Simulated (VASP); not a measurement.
# Si (a cell with a defect) in VASP: single point with LDA

Aim: the single point of Si (a cell with a defect) with LDA.

Program: VASP 6.6.1. These are calculated values, not measurements. Logs are shortened: lines on timing, memory, paths and dates and some standing lists are left out, and cuts for length are marked.

**1. The cell of the first run**

The cell holds a defect, 17 atoms: a = 7.679 Å, b = 7.679 Å, c = 7.679 Å, α = 60.00°, β = 60.00°, γ = 60.00°.

**2. Single point, LDA**

Input file INCAR:

```
ALGO     = Normal         # electronic algorithm
EDIFF    = 1E-6           # SCF threshold, eV
ENCUT    = 520            # plane-wave cutoff, eV
ISIF     = 2              # what is computed and relaxed
ISMEAR   = 0              # smearing method
LASPH    = True           # aspherical terms in the spheres
LCHARG   = False          # write CHGCAR
LREAL    = Auto         
LWAVE    = False          # write WAVECAR
NBANDS   = 48             # bands
NELM     = 100            # most SCF steps
PREC     = Accurate       # precision mode
SIGMA    = 0.05           # smearing width, eV
```

Input file KPOINTS:

```
k-points
0
Gamma
  2 2 2
```

Input file POSCAR:

```
Si
1.0
    0.0000000000      5.4300000000      5.4300000000
    5.4300000000      0.0000000000      5.4300000000
    5.4300000000      5.4300000000      0.0000000000
Si
17
Direct
    0.0017546041     -0.0007030387     -0.0006879374
    0.1238298343      0.1229156538      0.1229156538
   -0.0028595764     -0.0031761510      0.5029483425
    0.1238576427      0.1230834254      0.6299871087
   -0.0028613260      0.5029473297     -0.0031784530
    0.1238597606      0.6299709945      0.1230905157
   -0.0029118785      0.5030708103      0.5030768877
    0.1261106814      0.6246394107      0.6246383057
    0.5040752302     -0.0034157459     -0.0034162983
    0.6325860037      0.1224220994      0.1224278085
    0.5040594843     -0.0033254144      0.5026020258
    0.6250282689      0.1261280847      0.6243873849
    0.5040592081      0.5025956722     -0.0033223757
    0.6250271639      0.6243875691      0.1261260589
    0.5000265193      0.5000066298      0.5000046041
    0.6249988029      0.6244586556      0.6244612339
    0.2517217311      0.2493178637      1.2493316759
```

Potentials or basis: VASP PAW LDA potentials, release 64 (Si).

Started as:

```
> cat potpaw_LDA.64/Si/POTCAR > POTCAR
> mpirun -np 1 vasp_std > vasp.out
```

OUTCAR:

```text
EDIFF = 1E-6
   ENCUT = 520
   ISIF = 2
   ISMEAR = 0
   LASPH = True
   LREAL = Auto
   NELM = 100
   PREC = Accurate

 ion  position               nearest neighbor table
   1  0.002  0.999  0.999-  10 2.31   2 2.32   4 2.32   6 2.32
   2  0.124  0.123  0.123-   1 2.32   5 2.38   3 2.38   9 2.38  17 2.39
   3  0.997  0.997  0.503-  12 2.33   8 2.33   4 2.38   2 2.38  17 2.75
   4  0.124  0.123  0.630-   1 2.32   7 2.38   3 2.38  11 2.38  17 2.39
   5  0.997  0.503  0.997-  14 2.33   8 2.33   6 2.38   2 2.38  17 2.75
   6  0.124  0.630  0.123-   1 2.32   7 2.38   5 2.38  13 2.38  17 2.39
   7  0.997  0.503  0.503-  16 2.33   8 2.33   6 2.38   4 2.38  17 2.76
   8  0.126  0.625  0.625-   7 2.33   5 2.33   3 2.33  15 2.34
   9  0.504  0.997  0.997-  12 2.33  14 2.33  10 2.38   2 2.38  17 2.74
  10  0.633  0.122  0.122-   1 2.31  13 2.38  11 2.38   9 2.38  17 2.39
  11  0.504  0.997  0.503-  12 2.33  16 2.33  10 2.38   4 2.38  17 2.75
  12  0.625  0.126  0.624-   3 2.33   9 2.33  11 2.33  15 2.34
  13  0.504  0.503  0.997-  14 2.33  16 2.33  10 2.38   6 2.38  17 2.75
  14  0.625  0.624  0.126-   5 2.33   9 2.33  13 2.33  15 2.34
  15  0.500  0.500  0.500-  14 2.34  12 2.34  16 2.34   8 2.34
  16  0.625  0.624  0.624-   7 2.33  11 2.33  13 2.33  15 2.34
  17  0.252  0.249  0.249-   6 2.39   4 2.39   2 2.39  10 2.39   9 2.74  11 2.75  13 2.75   3 2.75
                             5 2.75   7 2.76

  LATTYP: Found a face centered cubic cell.
 ALAT       =    10.8600000000

  Lattice vectors:

 A1 = (   0.0000000000,   5.4300000000,   5.4300000000)
 A2 = (   5.4300000000,   0.0000000000,   5.4300000000)
 A3 = (   5.4300000000,   5.4300000000,   0.0000000000)

Analysis of symmetry for initial positions (statically):
=====================================================================
 Subroutine PRICEL returns:
 Original cell was already a primitive cell.

 Routine SETGRP: Setting up the symmetry group for a
 face centered cubic supercell.

 Subroutine GETGRP returns: Found  1 space group operations
 (whereof  1 operations were pure point group operations)
 out of a pool of 48 trial point group operations.

The static configuration has the point symmetry C_1 .

Analysis of symmetry for dynamics (positions and initial velocities):
=====================================================================
 Subroutine PRICEL returns:
[... 125 lines left out ...]
   NSW    =      0    number of steps for IOM
   IBRION =     -1    ionic relax: 0-MD 1-quasi-New 2-CG
   NFREE  =      0    steps in history (QN), initial steepest desc. (CG)
   ISIF   =      2    stress and relaxation
   ISYM   =      2    0-nonsym 1-usesym 2-fastsym
   POTIM  = 0.5000    time-step for ionic-motion
   TEBEG  =    0.0;   TEEND  =   0.0 temperature during run
   PSTRESS=    0.0 pullay stress
   NELECT =      68.0000    total number of electrons
   NUPDOWN=      -1.0000    fix difference up-down
   EMIN   =  10.00;   EMAX   =-10.00  energy-range for DOS
   EFERMI =   0.00;   METHOD = LEGACY
   ISMEAR =     0;   SIGMA  =   0.05  broadening in eV -4-tet -1-fermi 0-gaus
   EFERMI_NEDOS =   21; number of points for ismear=-14 and -15
   IALGO  =     38    algorithm
   IMIX   =      4    mixing-type and parameters
     AMIX     =   0.40;   BMIX     =  1.00
     AMIX_MAG =   1.60;   BMIX_MAG =  1.00
  volume/ion in A,a.u.               =      18.84       127.11
  Fermi-wavevector in a.u.,A,eV,Ry     =   0.976715  1.845724 12.979587  0.953973
  Thomas-Fermi vector in A             =   2.107356
   LORBIT       =      0    0 simple, 1 ext, 2 COOP (PROOUT), +10 PAW based schemes
   GGA     = CA    functional components
   LHFCALC =     F    Hartree Fock is set to
   AEXX    =    0.0000 exact exchange contribution
   IVDW    =     0    specifies the selected vdW correction
   LEPSILON=     F    determine dielectric tensor
   LRPA    =     F    only Hartree local field effects (RPA)
 non-spin polarized calculation
 Gauss-broadening in eV      SIGMA  =   0.05
  energy-cutoff  :      520.00
  volume of cell :      320.21
 maximum number of plane-waves:      8646
 NGX is ok and might be reduce to    60
   NGX = 29   NGY = 29   NGZ = 29

 number of electron      68.0000001 magnetization

 Free energy of the ion-electron system (eV)
  ---------------------------------------------------
  ext. energy  EPLUGINS =         0.00000000
  ---------------------------------------------------
  free energy    TOTEN  =       -97.55791764 eV

  energy without entropy =      -97.54711520  energy(sigma->0) =      -97.55251642

 E-fermi :   6.7888     XC(G=0):  -9.8492

 val. band max:        6.5755455471   @ k =   0.0000   0.0000   0.0000
 cond. band min:       6.8064104847   @ k =   0.0000   0.5000   0.5000
 fundamental gap:      0.2308649376
 Fermi energy:         6.7887908942

 k-point     1 :       0.0000    0.0000    0.0000
  band No.  band energies     occupation
      1      -6.3621      2.00000
      2      -3.8181      2.00000
      3      -3.6727      2.00000
      4      -3.6704      2.00000
      5      -3.6704      2.00000
      6      -2.8395      2.00000
[... 381 lines left out ...]
     45      10.0163      0.00000
     46      10.0201      0.00000
 [bands above 46 left out]

------------------------ aborting loop because EDIFF is reached ----------------------------------------

  FORCE on cell =-STRESS in cart. coord.  units (eV):
  Direction    XX          YY          ZZ          XY          YZ          ZX
  --------------------------------------------------------------------------------------
  -------------------------------------------------------------------------------------
  Total        3.4879608      3.4903267      3.4903873      0.0012500     -0.0015394      0.0014265
  in kB       17.4523010     17.4641388     17.4644421      0.0062543     -0.0077023      0.0071377
  external PRESSURE =      17.4602939 kB  Pullay stress =       0.0000000 kB

 VOLUME and BASIS-vectors are now :
 -----------------------------------------------------------------------------
  energy-cutoff  :      520.00
  volume of cell :      320.21
      direct lattice vectors                 reciprocal lattice vectors
     0.000000000  5.430000000  5.430000000    -0.092081031  0.092081031  0.092081031
     5.430000000  0.000000000  5.430000000     0.092081031 -0.092081031  0.092081031
     5.430000000  5.430000000  0.000000000     0.092081031  0.092081031 -0.092081031

 POSITION                                       TOTAL-FORCE (eV/Angst)
 -----------------------------------------------------------------------------------
     10.85245      5.43579      5.43571        -0.004181      0.003580      0.003450
      1.33486      1.33983      1.33983        -0.010467     -0.007593     -0.007596
      8.14376      8.14548     10.82723        -0.004313      0.003879      0.023007
      4.08917      4.09338      1.34089         0.011467      0.013783     -0.011714
      8.14375     10.82720      8.14547        -0.004272      0.023174      0.003862
      4.08912      1.34094      4.09330         0.011682     -0.011936      0.013981
[... 9 lines left out ...]
      6.78163      6.78457      6.78455        -0.013018     -0.019798     -0.019813
      2.70767      2.72072      2.72064        -0.003844      0.001944      0.001915
 -----------------------------------------------------------------------------------
    total drift:                                0.000827     -0.000749     -0.000636

  FREE ENERGIE OF THE ION-ELECTRON SYSTEM (eV)
  ---------------------------------------------------
  free  energy   TOTEN  =       -97.5579176420 eV

  energy  without entropy=      -97.5471152027  energy(sigma->0) =      -97.55251642
```

OSZICAR:

```text
N       E                     dE             d eps       ncg     rms          rms(c)
DAV:   1     0.157490175447E+03    0.15749E+03   -0.26087E+04   768   0.117E+03
DAV:   2    -0.842926758601E+02   -0.24178E+03   -0.22845E+03   928   0.172E+02
DAV:   3    -0.994300699340E+02   -0.15137E+02   -0.14786E+02   992   0.382E+01
DAV:   4    -0.997605264061E+02   -0.33046E+00   -0.32911E+00   952   0.703E+00
DAV:   5    -0.997691856568E+02   -0.86593E-02   -0.86542E-02   944   0.108E+00    0.150E+01
DAV:   6    -0.982030728101E+02    0.15661E+01   -0.11384E+00   896   0.309E+00    0.901E+00
DAV:   7    -0.975577396440E+02    0.64533E+00   -0.15824E+00   896   0.351E+00    0.919E-01
DAV:   8    -0.975591168780E+02   -0.13772E-02   -0.80752E-02   888   0.105E+00    0.458E-01
DAV:   9    -0.975579116496E+02    0.12052E-02   -0.46773E-03   936   0.237E-01    0.200E-01
DAV:  10    -0.975579137112E+02   -0.20616E-05   -0.79229E-04   912   0.856E-02    0.820E-02
DAV:  11    -0.975579158894E+02   -0.21783E-05   -0.10318E-04   928   0.362E-02    0.284E-02
DAV:  12    -0.975579177352E+02   -0.18458E-05   -0.55641E-06   936   0.892E-03    0.817E-03
DAV:  13    -0.975579176420E+02    0.93205E-07   -0.15501E-06   576   0.413E-03
   1 F= -.97557918E+02 E0= -.97552516E+02  d E =-.108024E-01
```

stdout:

```text
POSCAR found type information on POSCAR Si
 POSCAR found :  1 types and      17 ions
 scaLAPACK will be used
 LDA part: xc-table for (Slater(with rela. corr.)+CA(PZ))
 , standard interpolation
 POSCAR, INCAR and KPOINTS ok, starting setup
 FFT: planning ... GRIDC
 FFT: planning ... GRID_SOFT
 FFT: planning ... GRID
 WAVECAR not read
 entering main loop
```

It took 2.4 min on 1 thread of AMD EPYC 9R14 (Zen 4), shared host; peak memory 0.34 GiB.

Results:

```yaml
Free_energy: -97.5579 eV
Pressure: 1.7 GPa
Largest_force: 0.034 eV/Å
Band_gap_on_the_k_mesh: zero (band 34 reaches 6.81 eV, above the bottom of band 35 at 6.57 eV)
```

Forces in eV/Å, atoms in the order of the input:
```
Si  -0.004  0.004  0.003
Si  -0.010 -0.008 -0.008
Si  -0.004  0.004  0.023
Si   0.011  0.014 -0.012
Si  -0.004  0.023  0.004
Si   0.012 -0.012  0.014
Si  -0.026  0.004  0.004
Si  -0.019  0.020  0.020
Si   0.015 -0.004 -0.004
Si   0.004 -0.004 -0.004
Si   0.003 -0.014 -0.004
Si   0.019 -0.019  0.013
Si   0.003 -0.004 -0.014
Si   0.019  0.013 -0.019
Si  -0.001  0.001  0.001
Si  -0.013 -0.020 -0.020
Si  -0.004  0.002  0.002
```

Caveat: the k points lie up to 0.50 Å⁻¹ apart.
